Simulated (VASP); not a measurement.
**SnO2: single point with LDA**

Crystal: SnO2.

```xyz
6
Lattice="4.7213 0.0000 0.0000 0.0000 4.7242 0.0000 0.0000 0.0000 3.1900" Properties=species:S:1:pos:R:3 pbc="T T T"
Sn    2.3606    2.3621    1.5950
Sn    0.0000    0.0000    0.0000
O     1.5487    1.3422    0.0000
O     3.9093    1.0199    1.5950
O     0.8119    3.7043    1.5950
O     3.1726    3.3820    0.0000
```

This cell differs from its parent crystal: mode 4 (103.1 1/cm) frozen in, largest displacement +0.150 Å.

```
Program                : VASP 6.6.1
Task                   : single point
Functional             : LDA
Potentials or basis    : VASP PAW LDA potentials, release 64 (Sn_d, O)
Cutoff                 : 520 eV
k mesh                 : 6 × 6 × 8
Occupations            : gaussian, width 0.05 eV
Spin                   : no spin polarisation
Dipole correction      : no
Further INCAR settings : ALGO = Normal; EDIFF = 1e-06; NBANDS = 35
```

The pressure is 0.0 GPa, the largest force is 0.117 eV/Å and the band gap on the k mesh is 1.33 eV, direct.

Forces on the atoms (eV/Å):
```
Sn   0.000  0.000  0.000
Sn   0.000  0.000  0.000
O   -0.051  0.106  0.000
O   -0.051 -0.106  0.000
O    0.051  0.106  0.000
O    0.051 -0.106  0.000
```

Stress tensor (GPa, compression positive):
```
 0.66  0.00  0.00
 0.00 -1.01  0.00
 0.00  0.00  0.21
```

Levels at points of the mesh, in eV from the valence-band top:
```csv
k point,band 22,band 23,band 24,band 25,band 26,band 27,band 28,band 29,band 30,band 31
"(0.00, 0.00, 0.00)",-1.19,-1.05,-0.68,-0.57,0.00,1.33,6.02,6.19,6.29,10.35
"(0.50, 0.00, 0.00)",-2.04,-1.09,-1.09,-0.61,-0.61,4.54,4.54,7.33,7.33,10.73
"(0.00, 0.50, 0.00)",-1.73,-1.09,-1.09,-0.36,-0.36,4.28,4.28,6.59,6.59,10.97
"(0.50, 0.50, 0.00)",-1.97,-1.23,-1.23,-0.73,-0.73,4.85,4.85,7.38,7.38,10.89
"(0.00, 0.00, 0.50)",-2.61,-1.60,-1.60,-1.05,-1.05,6.10,6.10,9.59,9.59,10.38
"(0.50, 0.00, 0.50)",-1.40,-1.13,-1.13,-0.49,-0.49,6.30,6.30,7.81,7.81,11.28
"(0.00, 0.50, 0.50)",-1.85,-0.88,-0.88,-0.72,-0.72,6.44,6.44,8.12,8.12,10.48
"(0.50, 0.50, 0.50)",-2.31,-0.87,-0.87,-0.65,-0.65,4.80,4.80,8.79,8.79,10.91
```

It took 55 s on 1 thread of Intel(R) Xeon(R) 6975P-C (Granite Rapids), with other jobs on the host, peak memory 0.26 GiB.

Caveat: the cell differs from its parent crystal (mode 4 (103.1 1/cm) frozen in, largest displacement +0.150 Å); spin-orbit coupling is left out, which moves the levels of the heavy elements.
